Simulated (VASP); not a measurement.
# BaTiO3 (Amm2) in VASP: single point with PBE

Aim: the single point of BaTiO3 with PBE.

Everything below comes from runs of VASP 6.6.1. Logs are shortened: lines on timing, memory, paths and dates and some standing lists are left out, and cuts for length are marked.

**1. The cell of the first run**

It takes space group Amm2 (No. 38, orthorhombic). Conventional cell: a = 4.019 Å, b = 5.684 Å, c = 5.684 Å, α = 90.00°, β = 90.00°, γ = 90.00°. Within 3.5 Å of Ba (site symmetry mm2) lie 12 O at 2.64 to 3.04 Å and 8 Ti at 3.48 Å. Within 2.7 Å of Ti (site symmetry mm2) lie 6 O at 2.01 to 2.02 Å. Within 2.7 Å of O (site symmetry mm2) lie 2 Ti at 2.02 Å and 1 Ba at 2.64 Å. O (site symmetry m) has 2 Ti at 2.01 Å within 2.7 Å.

**2. Single point, PBE (atom 3 (O) moved by (-0.200, +0.000) A along [1 1 0] and z)**

Input file INCAR:

```
SYSTEM = BaTiO3
PREC = Accurate
ENCUT = 520
EDIFF = 1E-7
ISMEAR = 0
SIGMA = 0.05
LREAL = .FALSE.
LASPH = .TRUE.
NELM = 80
ALGO = Normal
ISIF = 2
LWAVE = .FALSE.
LCHARG = .FALSE.
GGA = PE
NBANDS = 28
```

Input file KPOINTS:

```
Automatic mesh
0
G
  8 8 8
  0 0 0
```

Input file POSCAR:

```
BaTiO3
1.0
    4.0192318615      0.0000000000      0.0000000000
    0.0000000000      4.0192318615      0.0000000000
    0.0000000000      0.0000000000      4.0192813204
Ba Ti O
1 1 3
Direct
    0.0000000000      0.0000000000      0.0000000000
    0.5000000000      0.5000000000      0.5000000000
    0.4648138348      0.4648138348      0.0000000000
    0.5000000000      0.0000000000      0.5000000000
    0.0000000000      0.5000000000      0.5000000000
```

Potentials or basis: VASP PAW PBE potentials, release 64 (Ba_sv, Ti_sv, O).

Started as:

```console
cat potpaw_PBE.64/Ba_sv/POTCAR potpaw_PBE.64/Ti_sv/POTCAR potpaw_PBE.64/O/POTCAR > POTCAR
mpirun -np 1 vasp_std > vasp.out
```

OUTCAR:

```text
SYSTEM = BaTiO3
   PREC = Accurate
   ENCUT = 520
   EDIFF = 1E-7
   ISMEAR = 0
   LREAL = .FALSE.
   LASPH = .TRUE.
   NELM = 80
   ISIF = 2
   GGA = PE

 ion  position               nearest neighbor table
   1  0.000  0.000  0.000-   3 2.64   4 2.84   5 2.84   4 2.84   5 2.84   5 2.84   5 2.84   4 2.84
                             4 2.84   3 2.85   3 2.85   3 3.04   2 3.48   2 3.48   2 3.48   2 3.48
   2  0.500  0.500  0.500-   4 2.01   5 2.01   4 2.01   5 2.01   3 2.02   3 2.02   1 3.48   1 3.48
                             1 3.48   1 3.48   1 3.48   1 3.48   1 3.48   1 3.48
   3  0.465  0.465  0.000-   2 2.02   2 2.02   1 2.64   1 2.85   1 2.85   1 3.04
   4  0.500  0.000  0.500-   2 2.01   2 2.01   1 2.84   1 2.84   1 2.84   1 2.84
   5  0.000  0.500  0.500-   2 2.01   2 2.01   1 2.84   1 2.84   1 2.84   1 2.84

  LATTYP: Found a simple tetragonal cell.
 ALAT       =     4.0192318615
 C/A-ratio  =     1.0000123056

  Lattice vectors:

 A1 = (   4.0192318615,   0.0000000000,   0.0000000000)
 A2 = (   0.0000000000,   4.0192318615,   0.0000000000)
 A3 = (   0.0000000000,   0.0000000000,   4.0192813204)

Analysis of symmetry for initial positions (statically):
=====================================================================
 Subroutine PRICEL returns:
 Original cell was already a primitive cell.

 Routine SETGRP: Setting up the symmetry group for a
 simple tetragonal supercell.

 Subroutine GETGRP returns: Found  4 space group operations
 (whereof  4 operations were pure point group operations)
 out of a pool of 16 trial point group operations.

The static configuration has the point symmetry C_2v.

Analysis of symmetry for dynamics (positions and initial velocities):
=====================================================================
 Subroutine PRICEL returns:
 Original cell was already a primitive cell.

 Routine SETGRP: Setting up the symmetry group for a
 simple tetragonal supercell.

 Subroutine GETGRP returns: Found  4 space group operations
 (whereof  4 operations were pure point group operations)
 out of a pool of 16 trial point group operations.

The dynamic configuration has the point symmetry C_2v.

 Subroutine INISYM returns: Found  4 space group operations
 (whereof  4 operations are pure point group operations),
 and found     1 'primitive' translations

----------------------------------------------------------------------------------------

                                     Primitive cell

  volume of cell :      64.9284

  direct lattice vectors                    reciprocal lattice vectors
     4.019231861  0.000000000  0.000000000     0.248803760  0.000000000  0.000000000
     0.000000000  4.019231861  0.000000000     0.000000000  0.248803760  0.000000000
     0.000000000  0.000000000  4.019281320     0.000000000  0.000000000  0.248800699

  length of vectors
     4.019231861  4.019231861  4.019281320     0.248803760  0.248803760  0.248800699

  position of ions in fractional coordinates (direct lattice)
     0.000000000  0.000000000  0.000000000
     0.500000000  0.500000000  0.500000000
     0.464813835  0.464813835  0.000000000
     0.500000000  0.000000000  0.500000000
     0.000000000  0.500000000  0.500000000

  ion indices of the primitive-cell ions
   primitive index   ion index
                 1           1
                 2           2
                 3           3
                 4           4
                 5           5

----------------------------------------------------------------------------------------

 KPOINTS: Automatic mesh

Automatic generation of k-mesh.
 Grid dimensions read from file:
 generate k-points for:    8    8    8

 Generating k-lattice:

  Cartesian coordinates                     Fractional coordinates (reciprocal lattice)
     0.031100470  0.000000000  0.000000000     0.125000000  0.000000000  0.000000000
     0.000000000  0.031100470  0.000000000     0.000000000  0.125000000  0.000000000
     0.000000000  0.000000000  0.031100087     0.000000000  0.000000000  0.125000000

  Length of vectors
     0.031100470  0.031100470  0.031100087

  Shift w.r.t. Gamma in fractional coordinates (k-lattice)
     0.000000000  0.000000000  0.000000000

 Subroutine IBZKPT returns following result:
 ===========================================

 Found    105 irreducible k-points:

 Following reciprocal coordinates:
            Coordinates               Weight
  0.000000  0.000000  0.000000      1.000000
  0.125000  0.000000  0.000000      4.000000
  0.250000  0.000000  0.000000      4.000000
  0.375000  0.000000  0.000000      4.000000
  0.500000  0.000000  0.000000      2.000000
  0.125000  0.125000  0.000000      2.000000
[... 16 lines left out ...]
  0.125000  0.000000  0.125000      8.000000
  0.250000  0.000000  0.125000      8.000000
 [... further k-points ...]
   k-points           NKPTS =    105   k-points in BZ     NKDIM =    105   number of bands    NBANDS=     28
   number of dos      NEDOS =    301   number of ions     NIONS =      5
   total plane-waves  NPLWV =  27000
   dimension x,y,z NGX =    30 NGY =   30 NGZ =   30
   dimension x,y,z NGXF=    60 NGYF=   60 NGZF=   60
   ions per type =               1   1   3
   NGX,Y,Z   is equivalent  to a cutoff of  12.41, 12.41, 12.41 a.u.
   NGXF,Y,Z  is equivalent  to a cutoff of  24.82, 24.82, 24.82 a.u.
 SYSTEM =  BaTiO3
   PREC   = accura    normal or accurate (medium, high low for compatibility)
   ISTART =      0    job   : 0-new  1-cont  2-samecut
   ICHARG =      2    charge: 1-file 2-atom 10-const
   ISPIN  =      1    spin polarized calculation?
   LNONCOLLINEAR =      F non collinear calculations
   LSORBIT =      F    spin-orbit coupling
   LASPH  =      T    aspherical Exc in radial PAW
   ENCUT  =  520.0 eV  38.22 Ry    6.18 a.u.   7.47  7.47  7.47*2*pi/ulx,y,z
   NELM   =     80;   NELMIN=  2; NELMDL= -5     # of ELM steps
   EDIFF  = 0.1E-06   stopping-criterion for ELM
   LREAL  =      F    real-space projection
   EDIFFG = 0.1E-05   stopping-criterion for IOM
   NSW    =      0    number of steps for IOM
   IBRION =     -1    ionic relax: 0-MD 1-quasi-New 2-CG
   NFREE  =      0    steps in history (QN), initial steepest desc. (CG)
   ISIF   =      2    stress and relaxation
   ISYM   =      2    0-nonsym 1-usesym 2-fastsym
   POTIM  = 0.5000    time-step for ionic-motion
   TEBEG  =    0.0;   TEEND  =   0.0 temperature during run
   PSTRESS=    0.0 pullay stress
   NELECT =      40.0000    total number of electrons
   NUPDOWN=      -1.0000    fix difference up-down
   EMIN   =  10.00;   EMAX   =-10.00  energy-range for DOS
   EFERMI =   0.00;   METHOD = LEGACY
   ISMEAR =     0;   SIGMA  =   0.05  broadening in eV -4-tet -1-fermi 0-gaus
   EFERMI_NEDOS =   21; number of points for ismear=-14 and -15
   IALGO  =     38    algorithm
   IMIX   =      4    mixing-type and parameters
     AMIX     =   0.40;   BMIX     =  1.00
     AMIX_MAG =   1.60;   BMIX_MAG =  1.00
  volume/ion in A,a.u.               =      12.99        87.63
  Fermi-wavevector in a.u.,A,eV,Ry     =   1.392996  2.632381 26.401274  1.940439
  Thomas-Fermi vector in A             =   2.516685
   LORBIT       =      0    0 simple, 1 ext, 2 COOP (PROOUT), +10 PAW based schemes
   GGA     = PE    functional components
   LHFCALC =     F    Hartree Fock is set to
   AEXX    =    0.0000 exact exchange contribution
   IVDW    =     0    specifies the selected vdW correction
   LEPSILON=     F    determine dielectric tensor
   LRPA    =     F    only Hartree local field effects (RPA)
 non-spin polarized calculation
 Gauss-broadening in eV      SIGMA  =   0.05
  energy-cutoff  :      520.00
  volume of cell :       64.93
 maximum number of plane-waves:      1775
 NGX is ok and might be reduce to    30
   NGX = 15   NGY = 15   NGZ = 15

 number of electron      39.9999976 magnetization

 Free energy of the ion-electron system (eV)
  ---------------------------------------------------
  ext. energy  EPLUGINS =         0.00000000
  ---------------------------------------------------
  free energy    TOTEN  =       -39.86905526 eV

  energy without entropy =      -39.86905526  energy(sigma->0) =      -39.86905526

 E-fermi :   3.9875     XC(G=0): -11.1930

 val. band max:        3.7673620916   @ k =   0.5000   0.5000   0.5000
 cond. band min:       5.4461748565   @ k =   0.0000   0.0000   0.0000
 fundamental gap:      1.6788127649
 Fermi energy:         3.9874967226

 k-point     1 :       0.0000    0.0000    0.0000
  band No.  band energies     occupation
      1     -52.9721      2.00000
      2     -29.1762      2.00000
      3     -29.1749      2.00000
      4     -29.1735      2.00000
      5     -21.0802      2.00000
      6     -13.1342      2.00000
[... 20 lines left out ...]
     27       8.8834      0.00000
     28      10.9205      0.00000

 k-point     2 :       0.1250    0.0000    0.0000
  band No.  band energies     occupation
      1     -52.9719      2.00000
      2     -29.1824      2.00000
      3     -29.1746      2.00000
      4     -29.1744      2.00000
      5     -21.0640      2.00000
      6     -13.1408      2.00000
[... 20 lines left out ...]
     27       9.1737      0.00000
     28      11.2897      0.00000

 k-point     3 :       0.2500    0.0000    0.0000
  band No.  band energies     occupation
      1     -52.9716      2.00000
      2     -29.1995      2.00000
      3     -29.1740      2.00000
      4     -29.1739      2.00000
      5     -21.0241      2.00000
      6     -13.2003      2.00000
[... 20 lines left out ...]
     27       9.9166      0.00000
     28      12.0573      0.00000

 k-point     4 :       0.3750    0.0000    0.0000
  band No.  band energies     occupation
      1     -52.9713      2.00000
      2     -29.2167      2.00000
      3     -29.1733      2.00000
      4     -29.1733      2.00000
      5     -20.9835      2.00000
      6     -13.3002      2.00000
[... 578 lines left out ...]
     27       9.1671      0.00000
     28      11.2890      0.00000

 k-point    23 :       0.1250    0.0000    0.1250
  band No.  band energies     occupation
      1     -52.9718      2.00000
      2     -29.1824      2.00000
      3     -29.1813      2.00000
      4     -29.1741      2.00000
      5     -21.0487      2.00000
      6     -13.1350      2.00000
[... 20 lines left out ...]
     27       9.4404      0.00000
     28      11.5234      0.00000

 k-point    24 :       0.2500    0.0000    0.1250
  band No.  band energies     occupation
      1     -52.9715      2.00000
      2     -29.1992      2.00000
      3     -29.1809      2.00000
      4     -29.1736      2.00000
      5     -21.0108      2.00000
      6     -13.1633      2.00000
[... 20 lines left out ...]
     27      10.1870      0.00000
     28      12.1621      0.00000

 [... further k-points ...]

------------------------ aborting loop because EDIFF is reached ----------------------------------------

  FORCE on cell =-STRESS in cart. coord.  units (eV):
  Direction    XX          YY          ZZ          XY          YZ          ZX
  --------------------------------------------------------------------------------------
  -------------------------------------------------------------------------------------
  Total        0.8529523      0.8529523      0.6148992      0.1296046      0.0000000      0.0000000
  in kB       21.0475144     21.0475144     15.1732986      3.1981318      0.0000000      0.0000000
  external PRESSURE =      19.0894425 kB  Pullay stress =       0.0000000 kB

 VOLUME and BASIS-vectors are now :
 -----------------------------------------------------------------------------
  energy-cutoff  :      520.00
  volume of cell :       64.93
      direct lattice vectors                 reciprocal lattice vectors
     4.019231861  0.000000000  0.000000000     0.248803760  0.000000000  0.000000000
     0.000000000  4.019231861  0.000000000     0.000000000  0.248803760  0.000000000
     0.000000000  0.000000000  4.019281320     0.000000000  0.000000000  0.248800699

 POSITION                                       TOTAL-FORCE (eV/Angst)
 -----------------------------------------------------------------------------------
      0.00000      0.00000      0.00000        -0.166989     -0.166989      0.000000
      2.00962      2.00962      2.00964        -0.109953     -0.109953      0.000000
      1.86819      1.86819      0.00000         0.820542      0.820542      0.000000
      2.00962      0.00000      2.00964         0.083560     -0.627160      0.000000
      0.00000      2.00962      2.00964        -0.627160      0.083560      0.000000
 -----------------------------------------------------------------------------------
    total drift:                               -0.000055     -0.000055     -0.000002

  FREE ENERGIE OF THE ION-ELECTRON SYSTEM (eV)
  ---------------------------------------------------
  free  energy   TOTEN  =       -39.8690552637 eV

  energy  without entropy=      -39.8690552637  energy(sigma->0) =      -39.86905526
```

It took 1.9 min on 1 thread of AMD EPYC 9R45 (Zen 5), shared host; peak memory 0.27 GiB.

Results:

- Free energy: -39.8691 eV
- Pressure: 1.9 GPa
- Largest force: 1.160 eV/Å
- Band gap on the k mesh: 1.68 eV, indirect (least direct gap 1.88 eV)

Forces in eV/Å, atoms in the order of the input:
```
Ba  -0.167 -0.167  0.000
Ti  -0.110 -0.110  0.000
O    0.821  0.821  0.000
O    0.084 -0.627  0.000
O   -0.627  0.084  0.000
```

Caveat: the cell differs from its parent crystal (atom 3 (O) moved by (-0.200, +0.000) A along [1 1 0] and z); spin-orbit coupling is left out, which moves the levels of the heavy elements; forces of over 1 eV/Å act on the atoms, so gaps and moduli don't describe the material at rest.
